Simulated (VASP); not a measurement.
# SnTe in VASP: a series of runs

SnTe is run at these levels: r2SCAN; tasks: single point.

Everything below comes from runs of VASP 6.6.1. Logs are shortened: lines on timing, memory, paths and dates and some standing lists are left out, and cuts for length are marked.

### 1 The cell of the first run

It takes space group I4/mmm (No. 139, tetragonal). Conventional cell: a = 4.510 Å, b = 4.510 Å, c = 6.442 Å, α = 90.00°, β = 90.00°, γ = 90.00°. Within 4.2 Å of Sn (site symmetry 4/mmm) lie 6 Te at 3.19 to 3.22 Å. Te (site symmetry 4/mmm) has 6 Sn at 3.19 to 3.22 Å within 4.2 Å.

### 2 Single point, r2SCAN (uniaxial z strain +1.0%)

POSCAR

```
SnTe
1.0
    0.0000000000      3.1893303454      3.2212236489
    3.1893303454      0.0000000000      3.2212236489
    3.1893303454      3.1893303454      0.0000000000
Sn Te
1 1
Direct
    0.0000000000      0.0000000000      0.0000000000
    0.5000000000      0.5000000000      0.5000000000
```

INCAR.step1

```
  ALGO = Normal
  EDIFF = 1E-4
  ENCUT = 520
  GGA = PE
  ISMEAR = -1
  LASPH = T
  LCHARG = F
  LREAL = F
  LWAVE = T
  NBANDS = 17
  NELM = 80
  PREC = Accurate
  SIGMA = 0.02
```

INCAR.step2

```
  ALGO = Normal
  EDIFF = 1E-7
  ENCUT = 520
  ISIF = 2
  ISMEAR = -1
  ISTART = 1
  LASPH = T
  LCHARG = F
  LMIXTAU = T
  LREAL = F
  LWAVE = F
  METAGGA = R2SCAN
  NBANDS = 17
  NELM = 80
  PREC = Accurate
  SIGMA = 0.02
```

KPOINTS

```
k-points
0
Gamma
  8 8 8
```

Potentials or basis: VASP PAW PBE potentials, release 64 (Sn_d, Te).

Started as:

```console
$ cat potpaw_PBE.64/Sn_d/POTCAR potpaw_PBE.64/Te/POTCAR > POTCAR
$ cp INCAR.step1 INCAR
$ mpirun -np 1 vasp_std > vasp.out
$ cp INCAR.step2 INCAR
$ mpirun -np 1 vasp_std > vasp.out
```

OUTCAR:

```text
EDIFF = 1E-7
   ENCUT = 520
   ISIF = 2
   ISMEAR = -1
   ISTART = 1
   LASPH = T
   LREAL = F
   METAGGA = R2SCAN
   NELM = 80
   PREC = Accurate

 ion  position               nearest neighbor table
   1  0.000  0.000  0.000-   2 3.19   2 3.19   2 3.19   2 3.19   2 3.22   2 3.22
   2  0.500  0.500  0.500-   1 3.19   1 3.19   1 3.19   1 3.19   1 3.22   1 3.22

  LATTYP: Found a body centered tetragonal cell.
 ALAT       =     4.5103942294
 C/A-ratio  =     1.4283556980

  Lattice vectors:

 A1 = (  -3.1893303454,   0.0000000000,   3.2212236489)
 A2 = (   3.1893303454,   0.0000000000,   3.2212236489)
 A3 = (   0.0000000000,   3.1893303454,  -3.2212236489)

Analysis of symmetry for initial positions (statically):
=====================================================================
 Subroutine PRICEL returns:
 Original cell was already a primitive cell.

 Routine SETGRP: Setting up the symmetry group for a
 body centered tetragonal supercell.

 Subroutine GETGRP returns: Found 16 space group operations
 (whereof 16 operations were pure point group operations)
 out of a pool of 16 trial point group operations.

The static configuration has the point symmetry D_4h.

Analysis of symmetry for dynamics (positions and initial velocities):
=====================================================================
 Subroutine PRICEL returns:
 Original cell was already a primitive cell.

 Routine SETGRP: Setting up the symmetry group for a
 body centered tetragonal supercell.

 Subroutine GETGRP returns: Found 16 space group operations
 (whereof 16 operations were pure point group operations)
 out of a pool of 16 trial point group operations.

The dynamic configuration has the point symmetry D_4h.

 Subroutine INISYM returns: Found 16 space group operations
 (whereof 16 operations are pure point group operations),
 and found     1 'primitive' translations

----------------------------------------------------------------------------------------

                                     Primitive cell

  volume of cell :      65.5315

  direct lattice vectors                    reciprocal lattice vectors
     0.000000000  3.189330345  3.221223649    -0.156772722  0.156772722  0.155220517
     3.189330345  0.000000000  3.221223649     0.156772722 -0.156772722  0.155220517
     3.189330345  3.189330345  0.000000000     0.156772722  0.156772722 -0.155220517

  length of vectors
     4.533002300  4.533002300  4.510394229     0.270645121  0.270645121  0.270645121

  position of ions in fractional coordinates (direct lattice)
     0.000000000  0.000000000  0.000000000
     0.500000000  0.500000000  0.500000000

  ion indices of the primitive-cell ions
   primitive index   ion index
                 1           1
                 2           2

----------------------------------------------------------------------------------------

 KPOINTS: k-points

Automatic generation of k-mesh.
 Grid dimensions read from file:
 generate k-points for:    8    8    8

 Generating k-lattice:

  Cartesian coordinates                     Fractional coordinates (reciprocal lattice)
    -0.019596590  0.019596590  0.019402565     0.125000000 -0.000000000  0.000000000
     0.019596590 -0.019596590  0.019402565    -0.000000000  0.125000000  0.000000000
     0.019596590  0.019596590 -0.019402565     0.000000000  0.000000000  0.125000000

  Length of vectors
     0.033830640  0.033830640  0.033830640

  Shift w.r.t. Gamma in fractional coordinates (k-lattice)
     0.000000000  0.000000000  0.000000000

 Subroutine IBZKPT returns following result:
 ===========================================

 Found     59 irreducible k-points:

 Following reciprocal coordinates:
            Coordinates               Weight
  0.000000  0.000000  0.000000      1.000000
  0.125000  0.000000  0.000000      8.000000
  0.250000  0.000000  0.000000      8.000000
  0.375000  0.000000  0.000000      8.000000
  0.500000  0.000000  0.000000      4.000000
  0.125000  0.125000  0.000000      2.000000
[... 16 lines left out ...]
  0.250000  0.000000  0.125000     16.000000
  0.375000  0.000000  0.125000     16.000000
 [... further k-points ...]
   k-points           NKPTS =     59   k-points in BZ     NKDIM =     59   number of bands    NBANDS=     17
   number of dos      NEDOS =    301   number of ions     NIONS =      2
   total plane-waves  NPLWV =  46656
   dimension x,y,z NGX =    36 NGY =   36 NGZ =   36
   dimension x,y,z NGXF=    72 NGYF=   72 NGZF=   72
   ions per type =               1   1
   NGX,Y,Z   is equivalent  to a cutoff of  13.20, 13.20, 13.27 a.u.
   NGXF,Y,Z  is equivalent  to a cutoff of  26.41, 26.41, 26.54 a.u.
 SYSTEM =  unknown system
   PREC   = accura    normal or accurate (medium, high low for compatibility)
   ISTART =      1    job   : 0-new  1-cont  2-samecut
   ICHARG =      0    charge: 1-file 2-atom 10-const
   ISPIN  =      1    spin polarized calculation?
   LNONCOLLINEAR =      F non collinear calculations
   LSORBIT =      F    spin-orbit coupling
   LASPH  =      T    aspherical Exc in radial PAW
   ENCUT  =  520.0 eV  38.22 Ry    6.18 a.u.   8.43  8.43  8.39*2*pi/ulx,y,z
   NELM   =     80;   NELMIN=  2; NELMDL=  0     # of ELM steps
   EDIFF  = 0.1E-06   stopping-criterion for ELM
   LREAL  =      F    real-space projection
   EDIFFG = 0.1E-05   stopping-criterion for IOM
   NSW    =      0    number of steps for IOM
   IBRION =     -1    ionic relax: 0-MD 1-quasi-New 2-CG
   NFREE  =      0    steps in history (QN), initial steepest desc. (CG)
   ISIF   =      2    stress and relaxation
   ISYM   =      2    0-nonsym 1-usesym 2-fastsym
   POTIM  = 0.5000    time-step for ionic-motion
   TEBEG  =    0.0;   TEEND  =   0.0 temperature during run
   PSTRESS=    0.0 pullay stress
   NELECT =      20.0000    total number of electrons
   NUPDOWN=      -1.0000    fix difference up-down
   EMIN   =  10.00;   EMAX   =-10.00  energy-range for DOS
   EFERMI =   0.00;   METHOD = LEGACY
   ISMEAR =    -1;   SIGMA  =   0.02  broadening in eV -4-tet -1-fermi 0-gaus
   EFERMI_NEDOS =   21; number of points for ismear=-14 and -15
   IALGO  =     38    algorithm
   IMIX   =      4    mixing-type and parameters
     AMIX     =   0.40;   BMIX     =  1.00
     AMIX_MAG =   1.60;   BMIX_MAG =  1.00
  volume/ion in A,a.u.               =      32.77       221.11
  Fermi-wavevector in a.u.,A,eV,Ry     =   1.102220  2.082893 16.529561  1.214888
  Thomas-Fermi vector in A             =   2.238659
   LORBIT       =      0    0 simple, 1 ext, 2 COOP (PROOUT), +10 PAW based schemes
   METAGGA = R2SCAN    functional components
   LHFCALC =     F    Hartree Fock is set to
   AEXX    =    0.0000 exact exchange contribution
   IVDW    =     0    specifies the selected vdW correction
   LEPSILON=     F    determine dielectric tensor
   LRPA    =     F    only Hartree local field effects (RPA)
 non-spin polarized calculation
  energy-cutoff  :      520.00
  volume of cell :       65.53
 maximum number of plane-waves:      1807
 NGX is ok and might be reduce to    36
   NGX = 17   NGY = 17   NGZ = 17

 number of electron      20.0000004 magnetization

 Free energy of the ion-electron system (eV)
  ---------------------------------------------------
  ext. energy  EPLUGINS =         0.00000000
  ---------------------------------------------------
  free energy    TOTEN  =       -50.68359352 eV

  energy without entropy =      -50.68354115  energy(sigma->0) =      -50.68356734

 E-fermi :   6.4947     XC(G=0):  -9.8449

 val. band max:        6.4128292853   @ k =   0.5000   0.0000   0.0000
 cond. band min:       6.5765233900   @ k =   0.5000   0.0000   0.0000
 fundamental gap:      0.1636941047
 Fermi energy:         6.4946759356

 k-point     1 :       0.0000    0.0000    0.0000
  band No.  band energies     occupation
      1     -16.3067      2.00000
      2     -16.3023      2.00000
      3     -16.2978      2.00000
      4     -16.2978      2.00000
      5     -16.2942      2.00000
      6      -6.7048      2.00000
[... 9 lines left out ...]
     16      11.5208      0.00000
     17      13.3816      0.00000

 k-point     2 :       0.1250    0.0000    0.0000
  band No.  band energies     occupation
      1     -16.3071      2.00000
      2     -16.3029      2.00000
      3     -16.2974      2.00000
      4     -16.2971      2.00000
      5     -16.2936      2.00000
      6      -6.5752      2.00000
[... 9 lines left out ...]
     16      11.8342      0.00000
     17      14.3325      0.00000

 k-point     3 :       0.2500    0.0000    0.0000
  band No.  band energies     occupation
      1     -16.3085      2.00000
      2     -16.3047      2.00000
      3     -16.2966      2.00000
      4     -16.2950      2.00000
      5     -16.2919      2.00000
      6      -6.2119      2.00000
[... 9 lines left out ...]
     16      12.7115      0.00000
     17      16.3278      0.00000

 k-point     4 :       0.3750    0.0000    0.0000
  band No.  band energies     occupation
      1     -16.3101      2.00000
      2     -16.3066      2.00000
      3     -16.2959      2.00000
      4     -16.2928      2.00000
      5     -16.2899      2.00000
      6      -5.7296      2.00000
[... 9 lines left out ...]
     16      14.1021      0.00000
     17      16.9561      0.00000
[... 343 lines left out ...]
      1     -16.3070      2.00000
      2     -16.3034      2.00000
      3     -16.2983      2.00000
      4     -16.2965      2.00000
      5     -16.2928      2.00000
      6      -6.5306      2.00000
[... 9 lines left out ...]
     16      12.3689      0.00000
     17      13.5922      0.00000

 k-point    23 :       0.2500    0.0000    0.1250
  band No.  band energies     occupation
      1     -16.3084      2.00000
      2     -16.3044      2.00000
      3     -16.2981      2.00000
      4     -16.2949      2.00000
      5     -16.2912      2.00000
      6      -6.2446      2.00000
[... 9 lines left out ...]
     16      13.2915      0.00000
     17      14.7454      0.00000

 k-point    24 :       0.3750    0.0000    0.1250
  band No.  band energies     occupation
      1     -16.3100      2.00000
      2     -16.3062      2.00000
      3     -16.2970      2.00000
      4     -16.2932      2.00000
      5     -16.2893      2.00000
      6      -5.7957      2.00000
[... 9 lines left out ...]
     16      14.6622      0.00000
     17      16.5843      0.00000

 [... further k-points ...]
[... 5 lines left out ...]
  --------------------------------------------------------------------------------------
  -------------------------------------------------------------------------------------
  Total       -0.0570066     -0.0570066     -0.5218152      0.0000000     -0.0000000      0.0000000
  in kB       -1.3937540     -1.3937540    -12.7578473      0.0000000     -0.0000000      0.0000000
  external PRESSURE =      -5.1817851 kB  Pullay stress =       0.0000000 kB

 VOLUME and BASIS-vectors are now :
 -----------------------------------------------------------------------------
  energy-cutoff  :      520.00
  volume of cell :       65.53
      direct lattice vectors                 reciprocal lattice vectors
     0.000000000  3.189330345  3.221223649    -0.156772722  0.156772722  0.155220517
     3.189330345  0.000000000  3.221223649     0.156772722 -0.156772722  0.155220517
     3.189330345  3.189330345  0.000000000     0.156772722  0.156772722 -0.155220517

 POSITION                                       TOTAL-FORCE (eV/Angst)
 -----------------------------------------------------------------------------------
      0.00000      0.00000      0.00000         0.000000     -0.000000     -0.000000
      3.18933      3.18933      3.22122        -0.000000      0.000000      0.000000
 -----------------------------------------------------------------------------------
    total drift:                               -0.000000      0.000000      0.000000

  FREE ENERGIE OF THE ION-ELECTRON SYSTEM (eV)
  ---------------------------------------------------
  free  energy   TOTEN  =       -50.6835935195 eV

  energy  without entropy=      -50.6835411530  energy(sigma->0) =      -50.68356734
```

It took 3.7 min on 1 thread of Intel Xeon Platinum 8259CL at 2.50GHz (Skylake/Cascade Lake), shared host; peak memory 0.26 GiB.

What came out:

```yaml
Free_energy: -50.6836 eV
Pressure: -0.5 GPa
Band_gap_on_the_k_mesh: 0.16 eV
```

Stress tensor (GPa, compression positive):
```
-0.14  0.00  0.00
 0.00 -0.14  0.00
 0.00  0.00 -1.28
```

Caveat: the cell differs from its parent crystal (uniaxial z strain +1.0%); the PAW data sets were made with another functional, which shifts forces and pressure a little; spin-orbit coupling is left out, which moves the levels of the heavy elements.

### 3 Single point, r2SCAN, non-collinear spin, zero start, spin-orbit coupling

This run uses another cell than the first one, of 32.44 Å³/atom.

POSCAR

```
SnTe
1.0
    0.0000000000      3.1893303454      3.1893303454
    3.1893303454      0.0000000000      3.1893303454
    3.1893303454      3.1893303454      0.0000000000
Sn Te
1 1
Direct
    0.0000000000      0.0000000000      0.0000000000
    0.5000000000      0.5000000000      0.5000000000
```

INCAR.step1

```
SYSTEM = SnTe
ALGO = Normal ; EDIFF = 1E-4
ENCUT = 520 ; GGA = PE
GGA_COMPAT = .False. ; ISMEAR = -1
LASPH = .True. ; LCHARG = .False.
LNONCOLLINEAR = .True. ; LREAL = .False.
LSORBIT = .True. ; LWAVE = .True.
MAGMOM = 0 0 0 0 0 0 ; NBANDS = 32
NELM = 150 ; PREC = Accurate
SIGMA = 0.02
```

INCAR.step2

```
SYSTEM = SnTe
ALGO = Normal ; EDIFF = 1E-6
ENCUT = 520 ; GGA_COMPAT = .False.
ISIF = 2 ; ISMEAR = -1
ISTART = 1 ; LASPH = .True.
LCHARG = .False. ; LMIXTAU = .True.
LNONCOLLINEAR = .True. ; LORBIT = 11
LORBMOM = .True. ; LREAL = .False.
LSORBIT = .True. ; LWAVE = .False.
MAGMOM = 0 0 0 0 0 0 ; METAGGA = R2SCAN
NBANDS = 32 ; NELM = 150
PREC = Accurate ; SIGMA = 0.02
```

KPOINTS

```
k-points
0
Gamma
  8 8 8
  0 0 0
```

Potentials or basis: VASP PAW PBE potentials, release 64 (Sn_d, Te).

Started as:

```console
$ cat potpaw_PBE.64/Sn_d/POTCAR potpaw_PBE.64/Te/POTCAR > POTCAR
$ cp INCAR.step1 INCAR
$ mpirun -np 1 vasp_ncl > vasp.out
$ cp INCAR.step2 INCAR
$ mpirun -np 1 vasp_ncl > vasp.out
```

Run time: 11 min. Hardware: 1 thread of Intel Xeon Platinum 8259CL at 2.50GHz (Skylake/Cascade Lake), shared host; peak memory 0.49 GiB.

The run converged. Its results:

```
Free energy                                           : -50.8240 eV
Pressure                                              : -0.2 GPa
Net moment                                            : 0.00 μB per cell
Valence electrons inside the program's atomic spheres : Sn 12.06; Te 3.41
```

Moments on the atoms (μB; x, y, z):
```
Sn  0.00 0.00 0.00
Te  0.00 0.00 0.00
```

Caveat: the PAW data sets were made with another functional, which shifts forces and pressure a little.

[end of part 1 of 2]
